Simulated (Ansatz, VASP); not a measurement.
# One calculation of Re, two programs

Contents of POSCAR:

```
Re
1.0
    2.6634384972      0.0000000000      0.0000000000
    0.0000000000      2.6634384972      0.0000000000
    0.0000000000      0.0000000000      2.6634384972
Re
1
Direct
    0.0000000000      0.0000000000      0.0000000000
```

INCAR.step1

```
SYSTEM = Re
PREC = Accurate ; ENCUT = 660
ISMEAR = -1 ; SIGMA = 0.1
LREAL = .FALSE. ; LASPH = .TRUE.
NELM = 120 ; NBANDS = 10
GGA = PE ; ALGO = Normal
EDIFF = 1E-5 ; LWAVE = .TRUE.
LCHARG = .FALSE. ; GGA_COMPAT = .FALSE.
```

INCAR.step2

```
SYSTEM = Re
PREC = Accurate ; ENCUT = 660
EDIFF = 1E-6 ; ISMEAR = -1
SIGMA = 0.1 ; LREAL = .FALSE.
LASPH = .TRUE. ; NELM = 120
ALGO = Normal ; ISIF = 2
LWAVE = .FALSE. ; LCHARG = .TRUE.
METAGGA = R2SCAN ; LMIXTAU = .TRUE.
LELF = .TRUE. ; LVHAR = .TRUE.
NBANDS = 10 ; ISTART = 1
GGA_COMPAT = .FALSE.
```

The input KPOINTS:

```
regular mesh
0
G
  14 14 14
  0 0 0
```

Input for Ansatz:

```yaml
crystal:
  lattice:
    - [2.6634384972, 0.0, 0.0]
    - [0.0, 2.6634384972, 0.0]
    - [0.0, 0.0, 2.6634384972]
  atoms:
    - { symbol: Re, position: [0.0, 0.0, 0.0] }
hamiltonian:
  xc: r2scan
  pseudopotentials:
    kind: paw
    azcp:
      Re: "pseudopotentials/Re.paw.azcp"
basis:
  ecutwfc: 500
  fft_grid_basis: typed
kpoints:
  mp_grid: { grid: [14, 14, 14], shift: [0, 0, 0] }
magnetization:
  spin_polarized: false
scf:
  occupations: { method: fermi_dirac, width: 0.1 }
  lower_state_search: "off"
output:
  stress: true
```

Alike in both runs: task single point; functional r2SCAN; k mesh 14 × 14 × 14; occupations fermi-dirac, width 0.1 eV; no spin polarisation.

|  | VASP | Ansatz |
| --- | --- | --- |
| version | VASP 6.6.1 | Ansatz 0.2.0 |
| potentials or method | VASP PAW PBE potentials, release 64 (Re), cutoff 660 eV | plane waves (500 eV) with PAW, scalar-relativistic |
| valence electrons in the cell | 7 | 15 |

|  | VASP | Ansatz | Ansatz less VASP |
| --- | --- | --- | --- |
| pressure (GPa) | -25.5 | -24.8 | +0.74 |

VASP's potentials were made for PBE, not for r2SCAN. VASP's potentials hold 7 valence electrons a cell and Ansatz's 15, so a difference there can come from the potentials and not from the codes.

Spin-orbit coupling is off throughout.
